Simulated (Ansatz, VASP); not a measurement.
## Two plane-wave programs on CaH8

```xyz
9
Lattice="2.8533 -3.2618 0.0000 2.8533 3.2618 0.0000 0.0000 0.0000 6.7873" Properties=species:S:1:pos:R:3 pbc="T T T"
Ca    2.8533    0.0000    1.9311
H     2.4754    0.0000    4.5555
H     3.2312    0.0000    4.5555
H     2.8533    2.8397    0.0657
H     2.8533   -2.8397    0.0657
H     1.4266   -1.6309    2.0220
H     1.4266    1.6309    2.0220
H     1.0854    0.0000    0.0491
H     4.6212    0.0000    0.0491
```

Alike in both runs: task relaxation of cell and atoms; functional PBE; k mesh 6 × 6 × 4; occupations gaussian, width 0.02 eV; no spin polarisation.

|  | VASP | Ansatz |
| --- | --- | --- |
| version | VASP 6.6.1 | Ansatz 0.2.0 |
| potentials or method | VASP PAW PBE potentials, release 64 (Ca_sv, H), cutoff 600 eV | scalar-relativistic, plane waves, PAW |
| valence electrons in the cell | 18 | 18 |

```csv
,VASP,Ansatz,Ansatz less VASP
"gap on the k mesh at the Fermi level, each at its own relaxed structure (eV)",1.10,1.09,-0.012
relaxed volume (Å³/atom),14.25,14.71,+0.464
relaxed length of the cell vector where the two differ most in proportion (Å),6.909,7.151,+0.2420
```
